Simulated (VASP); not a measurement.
## Al: single point with PBEsol

The system is Al.

```
Al
1.0
     2.83199    0.00000    0.00000
    -1.41600    2.45258    0.00000
     0.00000    0.00000    9.36432
Al
4
Direct
  0.66667 0.33333 0.75000
  0.00000 0.00000 0.50000
  0.33333 0.66667 0.25000
  0.00000 0.00000 0.00000
```

```json
{
  "Program": "VASP 6.6.1",
  "Task": "single point",
  "Functional": "PBEsol",
  "Potentials or basis": "VASP PAW PBE potentials, release 64 (Al)",
  "Cutoff": "520 eV",
  "k mesh": "11 × 11 × 3",
  "Occupations": "fermi-dirac, width 0.05 eV",
  "Spin": "no spin polarisation",
  "Dipole correction": "no",
  "Further INCAR settings": "ALGO = Normal; EDIFF = 1e-07; NBANDS = 14"
}
```

The pressure is 0.1 GPa and the band gap on the k mesh is zero (band 6 reaches 11.78 eV, above the bottom of band 7 at 6.28 eV).

Levels at points of the mesh, in eV from the Fermi level:
| k point | band 2 | band 3 | band 4 | band 5 | band 6 | band 7 | band 8 | band 9 |
| --- | --- | --- | --- | --- | --- | --- | --- | --- |
| (0.00, 0.00, 0.00) | -9.57 | -9.56 | -4.73 | -4.56 | 3.22 | 3.23 | 10.94 | 10.94 |

Run time: 12 s on 1 thread of Intel(R) Xeon(R) 6975P-C (Granite Rapids), with other jobs on the host, peak memory 0.18 GiB.

Caveat: the PAW data sets were made with another functional, which shifts forces and pressure a little.
